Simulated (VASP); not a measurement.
# ZrC (P4/mmm) in VASP: relaxation of cell and atoms with PBE

Aim: the relaxation of cell and atoms of ZrC with PBE.

Everything below comes from runs of VASP 6.6.1. Logs are shortened: lines on timing, memory, paths and dates and some standing lists are left out, and cuts for length are marked.

## (1) The cell of the first run

It takes space group P4/mmm (No. 123, tetragonal). Conventional cell: a = 3.583 Å, b = 3.583 Å, c = 2.660 Å, α = 90.00°, β = 90.00°, γ = 90.00°. Zr (site symmetry 4/mmm) has 4 C at 2.53 Å and 2 Zr at 2.66 Å within 3.3 Å. C (site symmetry 4/mmm) has 4 Zr at 2.53 Å and 2 C at 2.66 Å within 3.3 Å.

The cell was generated, and may not be a known phase.

## (2) Relaxation of cell and atoms, PBE

Input file INCAR:

```
SYSTEM = ZrC
ALGO = Normal ; EDIFF = 1E-7
EDIFFG = -0.04 ; ENCUT = 1300
GGA = PE ; GGA_COMPAT = .FALSE.
IBRION = 2 ; ISIF = 3
ISMEAR = 0 ; LASPH = .TRUE.
LCHARG = .FALSE. ; LREAL = .FALSE.
LWAVE = .FALSE. ; NELM = 120
NELMIN = 4 ; NSW = 90
PREC = Accurate ; SIGMA = 0.1
```

Input file KPOINTS:

```
k-points
0
G
  6 6 6
  0 0 0
```

Input file POSCAR:

```
ZrC
1.0
    3.5828223100      0.0000000000      0.0000000000
    0.0000000000      3.5828223100      0.0000000000
    0.0000000000      0.0000000000      2.6597072200
Zr C
1 1
Direct
    0.5000000000      0.5000000000      0.0000000000
    0.0000000000      0.0000000000      0.0000000000
```

Potentials or basis: VASP PAW PBE potentials, release 64 (Zr_sv, C_h).

On the command line:

```
$ cat potpaw_PBE.64/Zr_sv/POTCAR potpaw_PBE.64/C_h/POTCAR > POTCAR
$ mpirun -np 1 vasp_std > vasp.out
```

OUTCAR:

```text
SYSTEM = ZrC
   EDIFF = 1E-7
   EDIFFG = -0.04
   ENCUT = 1300
   GGA = PE
   IBRION = 2
   ISIF = 3
   ISMEAR = 0
   LASPH = .TRUE.
   LREAL = .FALSE.
   NELM = 120
   NELMIN = 4
   NSW = 90
   PREC = Accurate

 ion  position               nearest neighbor table
   1  0.500  0.500  0.000-   2 2.53   2 2.53   2 2.53   2 2.53
   2  0.000  0.000  0.000-   1 2.53   1 2.53   1 2.53   1 2.53

  LATTYP: Found a simple tetragonal cell.
 ALAT       =     3.5828223100
 C/A-ratio  =     0.7423497427

  Lattice vectors:

 A1 = (   3.5828223100,   0.0000000000,   0.0000000000)
 A2 = (   0.0000000000,   3.5828223100,   0.0000000000)
 A3 = (   0.0000000000,   0.0000000000,   2.6597072200)

Analysis of symmetry for initial positions (statically):
=====================================================================
 Subroutine PRICEL returns:
 Original cell was already a primitive cell.

 Routine SETGRP: Setting up the symmetry group for a
 simple tetragonal supercell.

 Subroutine GETGRP returns: Found 16 space group operations
 (whereof 16 operations were pure point group operations)
 out of a pool of 16 trial point group operations.

The static configuration has the point symmetry D_4h.

Analysis of symmetry for dynamics (positions and initial velocities):
=====================================================================
 Subroutine PRICEL returns:
 Original cell was already a primitive cell.

 Routine SETGRP: Setting up the symmetry group for a
 simple tetragonal supercell.

 Subroutine GETGRP returns: Found 16 space group operations
 (whereof 16 operations were pure point group operations)
 out of a pool of 16 trial point group operations.

The dynamic configuration has the point symmetry D_4h.

 Subroutine INISYM returns: Found 16 space group operations
 (whereof 16 operations are pure point group operations),
 and found     1 'primitive' translations

----------------------------------------------------------------------------------------

                                     Primitive cell

  volume of cell :      34.1416

  direct lattice vectors                    reciprocal lattice vectors
     3.582822310  0.000000000  0.000000000     0.279109572  0.000000000  0.000000000
     0.000000000  3.582822310  0.000000000     0.000000000  0.279109572  0.000000000
     0.000000000  0.000000000  2.659707220     0.000000000  0.000000000  0.375981233

  length of vectors
     3.582822310  3.582822310  2.659707220     0.279109572  0.279109572  0.375981233

  position of ions in fractional coordinates (direct lattice)
     0.500000000  0.500000000  0.000000000
     0.000000000  0.000000000  0.000000000

  ion indices of the primitive-cell ions
   primitive index   ion index
                 1           1
                 2           2
[... 107 lines left out ...]
  volume of cell :       34.14
 maximum number of plane-waves:      3664
   NGX = 21   NGY = 21   NGZ = 15

--------------------------------------- Ionic step        1  -------------------------------------------

 number of electron      16.0000000 magnetization

 Free energy of the ion-electron system (eV)
  ---------------------------------------------------
  ext. energy  EPLUGINS =         0.00000000
  ---------------------------------------------------
  free energy    TOTEN  =       -15.38564535 eV

  energy without entropy =      -15.37820071  energy(sigma->0) =      -15.38192303

------------------------ aborting loop because EDIFF is reached ----------------------------------------

  FORCE on cell =-STRESS in cart. coord.  units (eV):
  Direction    XX          YY          ZZ          XY          YZ          ZX
  --------------------------------------------------------------------------------------
  -------------------------------------------------------------------------------------
  Total       -7.5256043     -7.5256043      5.9600889      0.0000000      0.0000000      0.0000000
  in kB     -353.1568128   -353.1568128    279.6912963      0.0000000      0.0000000      0.0000000
  external PRESSURE =    -142.2074431 kB  Pullay stress =       0.0000000 kB
[... 89 lines left out ...]
  FREE ENERGIE OF THE ION-ELECTRON SYSTEM (eV)
  ---------------------------------------------------
  free  energy   TOTEN  =       -16.6290665890 eV

  energy  without entropy=      -16.6265276336  energy(sigma->0) =      -16.62779711

 E-fermi :   5.4928     XC(G=0): -10.0096

 val. band max:        5.4633620256   @ k =   0.5000   0.5000   0.5000
 cond. band min:       5.4964179678   @ k =   0.5000   0.5000   0.5000
 fundamental gap:      0.0330559422
 Fermi energy:         5.4928398684

 k-point     1 :       0.0000    0.0000    0.0000
  band No.  band energies     occupation
      1     -42.8541      2.00000
      2     -21.1857      2.00000
      3     -20.5025      2.00000
      4     -20.5025      2.00000
      5      -4.4558      2.00000
      6       4.0213      2.00000
      7       5.0804      2.00000
      8       6.1572      0.00000
      9       6.7841      0.00000
     10       6.7841      0.00000
     11       9.2620      0.00000
     12       9.4843      0.00000
[... 333 lines left out ...]
      1     -42.8034      2.00000
      2     -21.2432      2.00000
      3     -21.0420      2.00000
      4     -20.4188      2.00000
      5      -1.9593      2.00000
      6       1.7787      2.00000
      7       2.9081      2.00000
      8       3.3823      2.00000
      9       7.0423      0.00000
     10       8.9356      0.00000
     11      10.7801      0.00000
     12      10.8600      0.00000

 [... further k-points ...]

[... ionic steps 4 to 33 ...]

--------------------------------------- Ionic step       34  -------------------------------------------

 number of electron      16.0000000 magnetization

------------------------ aborting loop because EDIFF is reached ----------------------------------------
[... 67 lines left out ...]
--------------------------------------- Ionic step       36  -------------------------------------------

 number of electron      16.0000000 magnetization

 Free energy of the ion-electron system (eV)
  ---------------------------------------------------
  ext. energy  EPLUGINS =         0.00000000
  ---------------------------------------------------
  free energy    TOTEN  =       -16.87664736 eV

  energy without entropy =      -16.87056779  energy(sigma->0) =      -16.87360758

 E-fermi :   5.0781     XC(G=0):  -9.6706

 val. band max:        5.0549624114   @ k =   0.1667   0.0000   0.5000
 cond. band min:       5.1720079998   @ k =   0.5000   0.0000   0.0000
 fundamental gap:      0.1170455884
 Fermi energy:         5.0781492324

 k-point     1 :       0.0000    0.0000    0.0000
  band No.  band energies     occupation
      1     -43.1520      2.00000
      2     -21.5675      2.00000
      3     -20.7710      2.00000
      4     -20.7710      2.00000
      5      -4.8380      2.00000
      6       3.7659      2.00000
      7       4.6556      2.00000
      8       5.2915      0.00255
      9       6.5858      0.00000
     10       6.5858      0.00000
     11       8.7940      0.00000
     12       9.3021      0.00000
[... 374 lines left out ...]
  FREE ENERGIE OF THE ION-ELECTRON SYSTEM (eV)
  ---------------------------------------------------
  free  energy   TOTEN  =       -16.8766473605 eV

  energy  without entropy=      -16.8705677945  energy(sigma->0) =      -16.87360758

 reached required accuracy - stopping structural energy minimisation
```

Run time: 17 min. Hardware: 1 thread of Intel Xeon Platinum 8488C (Sapphire Rapids), shared host; peak memory 0.29 GiB.

What came out:

```yaml
Free_energy: -16.8766 eV
Relaxed_volume: 19.97 Å³/atom
Relaxed_cell: a = 3.186 Å, b = 3.186 Å, c = 3.935 Å, α = 90.00°, β = 90.00°, γ = 90.00°
Space_group_after_relaxing_to_0.1_Å: P4/mmm (No. 123)
Energy_gained_by_relaxing: 745.5 meV/atom
Ionic_steps: 36
Pressure_after_relaxing: -0.2 GPa
Band_gap_on_the_k_mesh: zero (bands 8 and 9 overlap by 2.05 eV)
```

Stress tensor (GPa, compression positive):
```
-0.30  0.00  0.00
 0.00 -0.30  0.00
 0.00  0.00  0.15
```

Step by step:
```csv
step,energy change (eV),largest force (eV/Å),pressure (GPa),volume (Å³)
1,0.0000,0.0000,-14.22,34.14
2,-0.1176,0.0000,61.11,26.16
3,-1.2434,0.0000,7.97,29.86
4,-1.2493,0.0000,11.02,29.55
5,-1.4158,0.0000,-0.39,33.04
6,-1.4175,0.0000,-2.04,33.75
7,-1.4177,0.0000,-1.75,33.61
8,-1.4191,0.0000,2.68,33.24
9,-1.4224,0.0000,0.45,33.42
10,-1.4224,0.0000,0.41,33.43
11,-1.4229,0.0000,0.20,33.57
12,-1.4244,0.0000,-0.36,34.00
13,-1.4297,0.0000,-1.46,34.86
14,-1.4428,0.0000,-3.56,36.58
15,-1.4381,0.0000,-6.10,40.07
16,-1.4400,0.0000,-5.53,39.19
17,-1.4436,0.0000,-4.64,37.88
18,-1.4445,0.0000,-4.14,37.23
19,-1.4444,0.0000,-4.25,37.38
20,-1.4445,0.0000,-4.26,37.39
21,-1.4445,0.0000,-4.27,37.40
22,-1.4446,0.0000,-4.27,37.43
23,-1.4447,0.0000,-4.27,37.48
24,-1.4450,0.0000,-4.36,37.59
25,-1.4453,0.0000,-4.44,37.81
26,-1.4458,0.0000,-4.63,38.25
27,-1.4478,0.0000,-4.95,39.12
28,-1.4528,0.0000,-5.54,40.86
29,-1.4571,0.0000,-5.33,41.18
30,-1.4659,0.0000,-4.60,42.13
31,-1.4644,0.0000,-2.87,43.98
32,-1.4682,0.0000,-3.94,42.86
33,-1.4721,0.0000,-3.59,42.58
34,-1.4818,0.0000,-2.63,41.76
35,-1.4909,0.0000,-0.41,40.12
36,-1.4910,0.0000,-0.15,39.95
```

Final structure:
```cif
data_structure
_symmetry_space_group_name_H-M 'P 1'
_symmetry_Int_Tables_number 1
_cell_length_a 3.1862
_cell_length_b 3.1862
_cell_length_c 3.9349
_cell_angle_alpha 90.000
_cell_angle_beta 90.000
_cell_angle_gamma 90.000
_cell_volume 39.95
loop_
_atom_site_label
_atom_site_type_symbol
_atom_site_fract_x
_atom_site_fract_y
_atom_site_fract_z
_atom_site_occupancy
Zr1 Zr 0.50000 0.50000 0.00000 1
C1 C 0.00000 0.00000 0.00000 1
```

Caveat: the k points lie up to 0.33 Å⁻¹ apart in the final cell, too coarse for converged energies and pressures of a metal; the volume moved by over 15 % at a fixed basis, so the end points are rough.

The gap in the log of VASP goes by the Fermi energy; the results here count the filled bands.